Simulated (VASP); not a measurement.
ZnO:

```
Zn O
1.0
     3.28797    0.00000    0.00000
    -1.64398    2.84746    0.00000
     0.00000    0.00000    7.13044
Zn O
2 2
Cartesian
  0.0000 0.0000 1.7826
  0.0000 0.0000 5.3478
  1.6440 0.9492 5.3478
  0.0000 1.8983 1.7826
```

Base run:

- Program: VASP 6.6.1
- Functional: HSE06
- Potentials or basis: VASP PAW PBE potentials, release 64 (Zn, O)
- Cutoff: 520 eV
- k mesh: 6 × 6 × 4
- Occupations: fermi-dirac, width 0.05 eV
- Spin: no spin polarisation

Its results: band gap on the k mesh 2.39 eV; pressure -2.3 GPa.

Problem. The run is repeated on the same cell with these changes: functional from HSE06 to PBE0. What comes out?

Solution. Band gap on the k mesh 3.12 eV; pressure -2.4 GPa.

Caveats: the PAW data sets were made with another functional, which shifts forces and pressure a little.

A k mesh can miss the band edges.
